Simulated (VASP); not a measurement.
# RbIr (Fd-3m) in VASP: notebook, part 3 of 3

VASP 6.6.1.

## Step 6: Relaxation of cell and atoms, PBE

The input, INCAR:

```
SYSTEM = RbIr
ALGO     = Normal         ! electronic algorithm
EDIFF    = 1E-7           ! SCF threshold, eV
EDIFFG   = -0.01          ! ionic threshold
ENCUT    = 500            ! plane-wave cutoff, eV
GGA      = PE             ! functional
GGA_COMPAT= .False.      
IBRION   = 2              ! ionic algorithm
ISIF     = 3              ! what is computed and relaxed
ISMEAR   = 0              ! smearing method
LASPH    = .True.         ! aspherical terms in the spheres
LCHARG   = .False.        ! write CHGCAR
LREAL    = .False.        ! projectors in reciprocal space
LWAVE    = .False.        ! write WAVECAR
NELM     = 120            ! most SCF steps
NELMIN   = 4            
NSW      = 100            ! ionic steps
PREC     = Accurate       ! precision mode
SIGMA    = 0.1            ! smearing width, eV
```

The input, KPOINTS:

```
k-points
0
Gamma
  12 12 12
  0 0 0
```

The input, POSCAR:

```
RbIr
1.0
    0.0000000000      3.6478824098      3.6478824098
    3.6478824098      0.0000000000      3.6478824098
    3.6478824098      3.6478824098      0.0000000000
Rb Ir
2 2
Direct
    0.0000000000      0.0000000000      0.0000000000
    0.2500000000      0.2500000000      0.2500000000
    0.5000000000      0.5000000000      0.5000000000
    0.7500000000      0.7500000000      0.7500000000
```

Potentials or basis: VASP PAW PBE potentials, release 64 (Rb_sv, Ir).

On the command line:

```console
cat potpaw_PBE.64/Rb_sv/POTCAR potpaw_PBE.64/Ir/POTCAR > POTCAR
mpirun -np 1 vasp_std > vasp.out
```

OUTCAR:

```text
SYSTEM = RbIr
   EDIFF = 1E-7
   EDIFFG = -0.01
   ENCUT = 500
   GGA = PE
   IBRION = 2
   ISIF = 3
   ISMEAR = 0
   LASPH = .True.
   LREAL = .False.
   NELM = 120
   NELMIN = 4
   NSW = 100
   PREC = Accurate

 ion  position               nearest neighbor table
   1  0.000  0.000  0.000-   2 3.16   4 3.16   4 3.16   4 3.16   4 3.16   2 3.16   2 3.16   2 3.16
                             3 3.65   3 3.65   3 3.65   3 3.65   3 3.65   3 3.65
   2  0.250  0.250  0.250-   1 3.16   3 3.16   1 3.16   1 3.16   1 3.16   3 3.16   3 3.16   3 3.16
                             4 3.65   4 3.65   4 3.65   4 3.65   4 3.65   4 3.65
   3  0.500  0.500  0.500-   2 3.16   4 3.16   2 3.16   2 3.16   2 3.16   4 3.16   4 3.16   4 3.16
                             1 3.65   1 3.65   1 3.65   1 3.65   1 3.65   1 3.65
   4  0.750  0.750  0.750-   1 3.16   3 3.16   3 3.16   3 3.16   3 3.16   1 3.16   1 3.16   1 3.16
                             2 3.65   2 3.65   2 3.65   2 3.65   2 3.65   2 3.65

  LATTYP: Found a face centered cubic cell.
 ALAT       =     7.2957648196

  Lattice vectors:

 A1 = (   0.0000000000,   3.6478824098,   3.6478824098)
 A2 = (   3.6478824098,   0.0000000000,   3.6478824098)
 A3 = (   3.6478824098,   3.6478824098,   0.0000000000)

Analysis of symmetry for initial positions (statically):
=====================================================================
 Subroutine PRICEL returns:
 Original cell was already a primitive cell.

 Routine SETGRP: Setting up the symmetry group for a
 face centered cubic supercell.

 Subroutine GETGRP returns: Found 48 space group operations
 (whereof 24 operations were pure point group operations)
 out of a pool of 48 trial point group operations.

[... 188 lines left out ...]
     3.647882410  0.000000000  3.647882410     0.137065822 -0.137065822  0.137065822
     3.647882410  3.647882410  0.000000000     0.137065822  0.137065822 -0.137065822

 POSITION                                       TOTAL-FORCE (eV/Angst)
 -----------------------------------------------------------------------------------
      0.00000      0.00000      0.00000        -0.000000     -0.000000     -0.000000
      1.82394      1.82394      1.82394         0.000000      0.000000      0.000000
      3.64788      3.64788      3.64788        -0.000000     -0.000000     -0.000000
      5.47182      5.47182      5.47182         0.000000      0.000000      0.000000
 -----------------------------------------------------------------------------------
    total drift:                               -0.000000      0.000000      0.000000

  FREE ENERGIE OF THE ION-ELECTRON SYSTEM (eV)
  ---------------------------------------------------
  free  energy   TOTEN  =       -13.5943600499 eV

  energy  without entropy=      -13.5339133394  energy(sigma->0) =      -13.56413669

--------------------------------------- Ionic step        2  -------------------------------------------

 number of electron      36.0000002 magnetization

 Free energy of the ion-electron system (eV)
  ---------------------------------------------------
  ext. energy  EPLUGINS =         0.00000000
  ---------------------------------------------------
  free energy    TOTEN  =       -13.59440741 eV

  energy without entropy =      -13.53380713  energy(sigma->0) =      -13.56410727

 E-fermi :   3.3569     XC(G=0): -10.3246

 val. band max:        3.3524985308   @ k =  -0.3333   0.2500   0.0833
 cond. band min:       3.3623840766   @ k =  -0.3333   0.2500   0.0000
 fundamental gap:      0.0098855458
 Fermi energy:         3.3568506275

 k-point     1 :       0.0000    0.0000    0.0000
  band No.  band energies     occupation
      1     -23.7495      2.00000
      2     -23.1348      2.00000
      3      -8.2251      2.00000
      4      -8.2251      2.00000
      5      -8.2251      2.00000
      6      -7.2744      2.00000
[... 589 lines left out ...]
     21       5.5198      0.00000
     22       5.7241      0.00000

 [... further k-points ...]
[... 5 lines left out ...]
  --------------------------------------------------------------------------------------
  -------------------------------------------------------------------------------------
  Total        0.0008896      0.0008896      0.0008896      0.0000000     -0.0000000      0.0000000
  in kB        0.0146532      0.0146532      0.0146532      0.0000000     -0.0000000      0.0000000
  external PRESSURE =       0.0146532 kB  Pullay stress =       0.0000000 kB

 VOLUME and BASIS-vectors are now :
 -----------------------------------------------------------------------------
  energy-cutoff  :      500.00
  volume of cell :       97.27
      direct lattice vectors                 reciprocal lattice vectors
    -0.000000000  3.650157172  3.650157172    -0.136980403  0.136980403  0.136980403
     3.650157172 -0.000000000  3.650157172     0.136980403 -0.136980403  0.136980403
     3.650157172  3.650157172  0.000000000     0.136980403  0.136980403 -0.136980403

 POSITION                                       TOTAL-FORCE (eV/Angst)
 -----------------------------------------------------------------------------------
      7.30031      7.30031      7.30031        -0.000000     -0.000000     -0.000000
      1.82508      1.82508      1.82508         0.000000      0.000000     -0.000000
      3.65016      3.65016      3.65016         0.000000      0.000000      0.000000
      5.47524      5.47524      5.47524        -0.000000     -0.000000     -0.000000
 -----------------------------------------------------------------------------------
    total drift:                               -0.000000      0.000000      0.000000

  FREE ENERGIE OF THE ION-ELECTRON SYSTEM (eV)
  ---------------------------------------------------
  free  energy   TOTEN  =       -13.5944074063 eV

  energy  without entropy=      -13.5338071293  energy(sigma->0) =      -13.56410727

 reached required accuracy - stopping structural energy minimisation
```

It took 2.5 min on 1 thread of Intel Xeon Platinum 8488C (Sapphire Rapids), shared host; peak memory 0.32 GiB.

Results:

| Item | Value |
| --- | --- |
| Free energy | -13.5944 eV |
| Relaxed volume | 24.32 Å³/atom |
| Relaxed cell | a = 5.162 Å, b = 5.162 Å, c = 5.162 Å, α = 60.00°, β = 60.00°, γ = 60.00° |
| Space group after relaxing (to 0.1 Å) | Fd-3m (No. 227) |
| Energy gained by relaxing | 0.0 meV/atom |
| Ionic steps | 2 |
| Pressure after relaxing | 0.0 GPa |
| Band gap on the k mesh | zero (bands 18 and 19 overlap by 0.42 eV) |

Final structure:
```
Rb Ir
1.0
     0.00000    3.65016    3.65016
     3.65016    0.00000    3.65016
     3.65016    3.65016    0.00000
Rb Ir
2 2
Direct
  0.00000 0.00000 0.00000
  0.25000 0.25000 0.25000
  0.50000 0.50000 0.50000
  0.75000 0.75000 0.75000
```

Levels at points of the mesh, in eV from the Fermi level:
| k point | band 16 | band 17 | band 18 | band 19 | band 20 | band 21 |
| --- | --- | --- | --- | --- | --- | --- |
| (0.00, 0.00, 0.00) | -0.63 | -0.63 | -0.01 | -0.01 | 3.70 | 3.70 |
| (0.50, 0.00, 0.00) | -0.66 | -0.64 | -0.32 | -0.32 | 0.03 | 2.57 |
| (0.50, 0.50, 0.00) | -1.14 | -0.11 | -0.11 | 0.41 | 0.41 | 3.09 |

Caveat: spin-orbit coupling is left out, which moves the levels of the heavy elements.

## Step 7: Summary

| task | cell | k mesh | gap on the mesh (eV) | pressure (GPa) | relaxed volume (Å³/atom) |
| --- | --- | --- | --- | --- | --- |
| single point | a = 5.159 Å, angles 60.0°, 4 atoms | 4 × 4 × 4 | none | 0.1 | - |
| single point | a = 5.491 Å, angles 60.0°, 4 atoms | 4 × 4 × 4 | none | -5.3 | - |
| relaxation of cell and atoms | relaxed from a = 5.491 Å, angles 60.0°, 4 atoms | 4 × 4 × 4 | none | -0.1 | 24.40 |
| single point | a = 5.154 Å, angles 60.0°, 4 atoms | 12 × 12 × 12 | none | 0.2 | - |
| relaxation of cell and atoms | relaxed from a = 5.159 Å, angles 60.0°, 4 atoms | 12 × 12 × 12 | none | 0.0 | 24.32 |

Alike in all rows: level PBE; potentials or basis VASP PAW PBE potentials, release 64 (Rb_sv, Ir); no spin polarisation; cutoff (eV) 500; smearing gaussian 0.1 eV.

Caveats: some runs use coarse meshes; spin-orbit coupling is left out, which moves the levels of the heavy elements; the cell stands under tension (at least some runs); the volume moved by over 15 % at a fixed basis, so the end points are rough (at least some runs).

Total energies depend on the potentials used, so only differences within one code and one set of settings carry meaning.
